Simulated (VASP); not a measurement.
# Si2Ni (Fm-3m) in VASP: further runs, part 2 of 2

VASP 6.6.1. Earlier steps stand in the parts before.

### 3 Single point, PBEsol, collinear spin, ferromagnetic start

Contents of INCAR:

```
SYSTEM = Si2Ni
PREC = Accurate ; ENCUT = 690
EDIFF = 1E-6 ; ISMEAR = -1
SIGMA = 0.05 ; LREAL = .FALSE.
LASPH = .TRUE. ; NELM = 200
ALGO = Normal ; ISIF = 2
LWAVE = .FALSE. ; LCHARG = .TRUE.
ISPIN = 2 ; MAGMOM = 1.5 0 0
LORBIT = 11 ; NUPDOWN = 1.5
LMAXMIX = 4 ; GGA = PS
LELF = .TRUE. ; LVHAR = .TRUE.
NBANDS = 24 ; GGA_COMPAT = .FALSE.
```

Contents of KPOINTS:

```
Automatic mesh
0
G
  7 7 7
  0 0 0
```

Contents of POSCAR:

```
Si2Ni
1.0
    0.0000000000      2.7030000000      2.7030000000
    2.7030000000      0.0000000000      2.7030000000
    2.7030000000      2.7030000000      0.0000000000
Ni Si
1 2
Direct
    0.0000000000      0.0000000000      0.0000000000
    0.7500000000      0.7500000000      0.7500000000
    0.2500000000      0.2500000000      0.2500000000
```

Potentials or basis: VASP PAW PBE potentials, release 64 (Ni_sv_GW, Si).

Launch:

```console
$ cat potpaw_PBE.64/Ni_sv_GW/POTCAR potpaw_PBE.64/Si/POTCAR > POTCAR
$ mpirun -np 1 vasp_std > vasp.out
```

OUTCAR:

```text
SYSTEM = Si2Ni
   PREC = Accurate
   ENCUT = 690
   EDIFF = 1E-6
   ISMEAR = -1
   LREAL = .FALSE.
   LASPH = .TRUE.
   NELM = 200
   ISIF = 2
   ISPIN = 2
   LORBIT = 11
   NUPDOWN = 1.5
   GGA = PS

 ion  position               nearest neighbor table
   1  0.000  0.000  0.000-   2 2.34   2 2.34   3 2.34   3 2.34   2 2.34   2 2.34   3 2.34   3 2.34

   2  0.750  0.750  0.750-   1 2.34   1 2.34   1 2.34   1 2.34   3 2.70   3 2.70   3 2.70   3 2.70
                             3 2.70   3 2.70
   3  0.250  0.250  0.250-   1 2.34   1 2.34   1 2.34   1 2.34   2 2.70   2 2.70   2 2.70   2 2.70
                             2 2.70   2 2.70

  LATTYP: Found a face centered cubic cell.
 ALAT       =     5.4060000000

  Lattice vectors:

 A1 = (   0.0000000000,   2.7030000000,   2.7030000000)
 A2 = (   2.7030000000,   0.0000000000,   2.7030000000)
 A3 = (   2.7030000000,   2.7030000000,   0.0000000000)

Analysis of symmetry for initial positions (statically):
=====================================================================
 Subroutine PRICEL returns:
 Original cell was already a primitive cell.

 Routine SETGRP: Setting up the symmetry group for a
 face centered cubic supercell.

 Subroutine GETGRP returns: Found 48 space group operations
 (whereof 48 operations were pure point group operations)
 out of a pool of 48 trial point group operations.

The static configuration has the point symmetry O_h .

Analysis of symmetry for dynamics (positions and initial velocities):
=====================================================================
 Subroutine PRICEL returns:
 Original cell was already a primitive cell.

 Routine SETGRP: Setting up the symmetry group for a
 face centered cubic supercell.

 Subroutine GETGRP returns: Found 48 space group operations
 (whereof 48 operations were pure point group operations)
 out of a pool of 48 trial point group operations.

The dynamic configuration has the point symmetry O_h .

Analysis of structural, dynamic, and magnetic symmetry:
=====================================================================
 Subroutine PRICEL returns:
 Original cell was already a primitive cell.

 Routine SETGRP: Setting up the symmetry group for a
 face centered cubic supercell.

 Subroutine GETGRP returns: Found 48 space group operations
 (whereof 48 operations were pure point group operations)
 out of a pool of 48 trial point group operations.

The overall configuration has the point symmetry O_h .

 Subroutine INISYM returns: Found 48 space group operations
 (whereof 48 operations are pure point group operations),
 and found     1 'primitive' translations

----------------------------------------------------------------------------------------

                                     Primitive cell

  volume of cell :      39.4974

  direct lattice vectors                    reciprocal lattice vectors
     0.000000000  2.703000000  2.703000000    -0.184979652  0.184979652  0.184979652
     2.703000000  0.000000000  2.703000000     0.184979652 -0.184979652  0.184979652
     2.703000000  2.703000000  0.000000000     0.184979652  0.184979652 -0.184979652

  length of vectors
     3.822619259  3.822619259  3.822619259     0.320394156  0.320394156  0.320394156

  position of ions in fractional coordinates (direct lattice)
     0.000000000  0.000000000  0.000000000
[... 74 lines left out ...]
   NELM   =    200;   NELMIN=  2; NELMDL= -5     # of ELM steps
   EDIFF  = 0.1E-05   stopping-criterion for ELM
   LREAL  =      F    real-space projection
   EDIFFG = 0.1E-04   stopping-criterion for IOM
   NSW    =      0    number of steps for IOM
   IBRION =     -1    ionic relax: 0-MD 1-quasi-New 2-CG
   NFREE  =      0    steps in history (QN), initial steepest desc. (CG)
   ISIF   =      2    stress and relaxation
   ISYM   =      2    0-nonsym 1-usesym 2-fastsym
   POTIM  = 0.5000    time-step for ionic-motion
   TEBEG  =    0.0;   TEEND  =   0.0 temperature during run
   PSTRESS=    0.0 pullay stress
   NELECT =      26.0000    total number of electrons
   NUPDOWN=       1.5000    fix difference up-down
   EMIN   =  10.00;   EMAX   =-10.00  energy-range for DOS
   EFERMI =   0.00;   METHOD = LEGACY
   ISMEAR =    -1;   SIGMA  =   0.05  broadening in eV -4-tet -1-fermi 0-gaus
   EFERMI_NEDOS =   21; number of points for ismear=-14 and -15
   IALGO  =     38    algorithm
   IMIX   =      4    mixing-type and parameters
     AMIX     =   0.40;   BMIX     =  1.00
     AMIX_MAG =   1.60;   BMIX_MAG =  1.00
  volume/ion in A,a.u.               =      13.17        88.85
  Fermi-wavevector in a.u.,A,eV,Ry     =   1.424109  2.691176 27.593792  2.028086
  Thomas-Fermi vector in A             =   2.544635
   LORBIT       =     11    0 simple, 1 ext, 2 COOP (PROOUT), +10 PAW based schemes
   GGA     = PS    functional components
   LHFCALC =     F    Hartree Fock is set to
   AEXX    =    0.0000 exact exchange contribution
   IVDW    =     0    specifies the selected vdW correction
   LEPSILON=     F    determine dielectric tensor
   LRPA    =     F    only Hartree local field effects (RPA)
 spin polarized calculation
  energy-cutoff  :      690.00
  volume of cell :       39.50
 maximum number of plane-waves:      1641
 NGX is ok and might be reduce to    36
   NGX = 17   NGY = 17   NGZ = 17

 number of electron      25.9999993 magnetization       1.5000000

 Free energy of the ion-electron system (eV)
  ---------------------------------------------------
  ext. energy  EPLUGINS =         0.00000000
  ---------------------------------------------------
  free energy    TOTEN  =       -18.82775317 eV

  energy without entropy =      -18.81403451  energy(sigma->0) =      -18.82089384

 E-fermi :   8.3055     XC(G=0): -11.8774

 val. band max:       10.9460645336   @ k =   0.2857   0.0000   0.0000
 cond. band min:       8.4075573815   @ k =   0.4286   0.1429   0.0000
 fundamental gap:     -2.5385071521
 Fermi energy:        10.9667577611

 spin component 1

 k-point     1 :       0.0000    0.0000    0.0000
  band No.  band energies     occupation
      1     -94.8160      1.00000
      2     -55.3540      1.00000
      3     -55.3540      1.00000
      4     -55.3540      1.00000
      5      -4.1557      1.00000
      6       4.3780      1.00000
[... 529 lines left out ...]
     23      23.0924      0.00000
     24      26.1849      0.00000
 Fermi energy:         8.3054623894

 spin component 2

 k-point     1 :       0.0000    0.0000    0.0000
  band No.  band energies     occupation
      1     -94.1171      1.00000
      2     -54.6754      1.00000
      3     -54.6754      1.00000
      4     -54.6754      1.00000
      5      -3.7228      1.00000
      6       4.9246      1.00000
[... 529 lines left out ...]
     23      23.5710      0.00000
     24      26.6372      0.00000

------------------------ aborting loop because EDIFF is reached ----------------------------------------

  FORCE on cell =-STRESS in cart. coord.  units (eV):
  Direction    XX          YY          ZZ          XY          YZ          ZX
  --------------------------------------------------------------------------------------
  -------------------------------------------------------------------------------------
  Total        1.4646264      1.4646264      1.4646264      0.0000000     -0.0000000     -0.0000000
  in kB       59.4113363     59.4113363     59.4113363      0.0000000     -0.0000000     -0.0000000
  external PRESSURE =      59.4113363 kB  Pullay stress =       0.0000000 kB

 VOLUME and BASIS-vectors are now :
 -----------------------------------------------------------------------------
  energy-cutoff  :      690.00
  volume of cell :       39.50
      direct lattice vectors                 reciprocal lattice vectors
     0.000000000  2.703000000  2.703000000    -0.184979652  0.184979652  0.184979652
     2.703000000  0.000000000  2.703000000     0.184979652 -0.184979652  0.184979652
     2.703000000  2.703000000  0.000000000     0.184979652  0.184979652 -0.184979652

 POSITION                                       TOTAL-FORCE (eV/Angst)
 -----------------------------------------------------------------------------------
      0.00000      0.00000      0.00000        -0.000000     -0.000000     -0.000000
      4.05450      4.05450      4.05450         0.000000      0.000000      0.000000
      1.35150      1.35150      1.35150        -0.000000     -0.000000     -0.000000
 -----------------------------------------------------------------------------------
    total drift:                               -0.000000      0.000000      0.000000

  FREE ENERGIE OF THE ION-ELECTRON SYSTEM (eV)
  ---------------------------------------------------
  free  energy   TOTEN  =       -18.8277531697 eV

  energy  without entropy=      -18.8140345050  energy(sigma->0) =      -18.82089384

 total charge

# of ion       s       p       d       f       tot
--------------------------------------------------
    1        2.273   6.456   7.858   0.004  16.591
    2        0.772   0.830   0.000   0.000   1.601
    3        0.772   0.830   0.000   0.000   1.601
--------------------------------------------------
tot          3.816   8.115   7.858   0.004  19.793

 magnetization (x)

# of ion       s       p       d       f       tot
--------------------------------------------------
    1        0.006   0.077   0.537   0.001   0.621
    2        0.086   0.105   0.000   0.000   0.191
    3        0.086   0.105   0.000   0.000   0.191
--------------------------------------------------
tot          0.178   0.288   0.537   0.001   1.004
```

OSZICAR:

```text
N       E                     dE             d eps       ncg     rms          rms(c)
DAV:   1     0.227772699688E+03    0.22777E+03   -0.15231E+04  2928   0.303E+03
DAV:   2    -0.141525392131E+02   -0.24193E+03   -0.22942E+03  3120   0.755E+02
[... 11 lines left out ...]
DAV:  14    -0.188278189293E+02    0.20586E-03   -0.26984E-04  3280   0.742E-01    0.727E-02
DAV:  15    -0.188277542254E+02    0.64704E-04   -0.35191E-04  3240   0.798E-01    0.137E-02
DAV:  16    -0.188277550967E+02   -0.87125E-06   -0.11174E-05  2624   0.215E-02    0.136E-02
DAV:  17    -0.189525787876E+02   -0.12482E+00   -0.25571E-06  1360   0.769E-02    0.423E-01
DAV:  18    -0.188277534030E+02    0.12483E+00   -0.43754E+00  1368   0.108E+00    0.635E-03
DAV:  19    -0.188277531697E+02    0.23324E-06   -0.12517E-06  1304   0.580E-02
   1 F= -.18827753E+02 E0= -.18820894E+02  d E =-.137187E-01  mag=     1.5000
```

Run time: 47 s. Hardware: 1 thread of Intel Xeon 6975P-C (Granite Rapids), shared host; peak memory 0.27 GiB.

What came out:

```
Free energy                                           : -18.8278 eV
Pressure                                              : 5.9 GPa
Net moment                                            : 1.50 μB per cell
Site moments                                          : Ni +0.62; Si +0.19 μB
Valence electrons inside the program's atomic spheres : Ni 16.59; Si 1.60
```

Caveat: the cell stands under pressure; the PAW data sets were made with another functional, which shifts forces and pressure a little; the total moment is fixed, so each spin has its own Fermi level and the state may be an excited one.
